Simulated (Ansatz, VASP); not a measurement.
## Cu: VASP beside Ansatz

```
Cu
1.0
     0.00000    1.75882    1.75882
     1.75882    0.00000    1.75882
     1.75882    1.75882    0.00000
Cu
1
Direct
  0.00000 0.00000 0.00000
```

Alike in both runs: task single point; functional LDA; k mesh 15 × 15 × 15; occupations fermi-dirac, width 0.2 eV; no spin polarisation.

```csv
,VASP,Ansatz
version,VASP 6.6.1,Ansatz 0.2.0
potentials or method,"VASP PAW LDA potentials, release 64 (Cu), cutoff 520 eV","plane waves (420 eV) with PAW, scalar-relativistic"
valence electrons in the cell,11,19
```

Ansatz gave:

```
pressure (GPa) : 0.2
```

**Question.** What did VASP give for the same quantities?

**Answer.** Pressure (GPa): 1.1.

Ansatz warns that its potentials were made for another functional, while VASP's fit it. LDA's correlation is that of Perdew and Zunger in VASP and of Perdew and Wang (1992) in Ansatz. VASP's potentials hold 11 valence electrons a cell and Ansatz's 19, so a difference there can come from the potentials and not from the codes.
